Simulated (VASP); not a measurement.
A run of VASP 6.6.1 is set up as follows.

The input INCAR:

```
ALGO = Normal
EDIFF = 1E-6
ENCUT = 520
GGA = PE
ISIF = 2
ISMEAR = 0
LASPH = True
LCHARG = True
LELF = True
LREAL = False
LVHAR = True
LWAVE = False
NBANDS = 21
NELM = 60
PREC = Accurate
SIGMA = 0.01
```

Contents of KPOINTS:

```
k-points
0
Gamma
  10 10 4
```

The input POSCAR:

```
Mg3TeSe2
1.0
    3.8906256204      0.0000000000      0.0000000000
    0.0000000000      3.8906256204      0.0000000000
    0.0000000000      0.0000000000     11.7387039917
Mg Te Se
3 1 2
Direct
    0.5000000000      0.5000000000      0.0000000000
    0.0000000000      0.5000000000      0.4046358340
    0.5000000000      0.0000000000      0.5953641660
    0.0000000000      0.0000000000      0.0000000000
    0.0000000000      0.5000000000      0.6302954834
    0.5000000000      0.0000000000      0.3697045166
```

Potentials or basis: VASP PAW PBE potentials, release 64 (Mg, Te, Se).

Launch:

```console
$ cat potpaw_PBE.64/Mg/POTCAR potpaw_PBE.64/Te/POTCAR potpaw_PBE.64/Se/POTCAR > POTCAR
$ mpirun -np 1 vasp_std > vasp.out
```

Q: Estimate the largest force.

A: 0.011 eV/Å.

Q: Predict the pressure.

A: 0.0 GPa.

Forces in eV/Å, atoms in the order of the input:
```
Mg   0.000  0.000  0.000
Mg   0.000  0.000  0.011
Mg   0.000  0.000 -0.011
Te   0.000  0.000  0.000
Se   0.000  0.000 -0.004
Se   0.000  0.000  0.004
```
